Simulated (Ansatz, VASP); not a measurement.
# Pt in VASP and in Ansatz

```
Pt
1.0
     4.50078    0.00000    0.00000
    -2.25039    3.89779    0.00000
     0.00000    0.00000    2.68178
Pt
3
Direct
  0.00000 0.00000 0.00000
  0.33333 0.66667 0.50000
  0.66667 0.33333 0.50000
```

Alike in both runs: functional r2SCAN; k mesh 8 × 8 × 12; occupations fermi-dirac, width 0.1 eV; no spin polarisation.

Ansatz relaxed the structure, and its values are those at the end. VASP's run is a single point on that final structure, the one shown.

```csv
,VASP,Ansatz
version,VASP 6.6.1,Ansatz 0.2.0
potentials or method,"VASP PAW PBE potentials, release 64 (Pt), cutoff 520 eV","plane waves (500 eV) with PAW, scalar-relativistic"
valence electrons in the cell,30,54
```

Ansatz gave:

| Property | Result |
| --- | --- |
| pressure (GPa) | 0.0 |

Question: What did VASP give for the same quantities?

Answer: Pressure (GPa): 0.6.

VASP's potentials were made for PBE, not for r2SCAN. VASP's potentials hold 30 valence electrons a cell and Ansatz's 54, so a difference there can come from the potentials and not from the codes.

Neither program's run includes spin-orbit coupling.
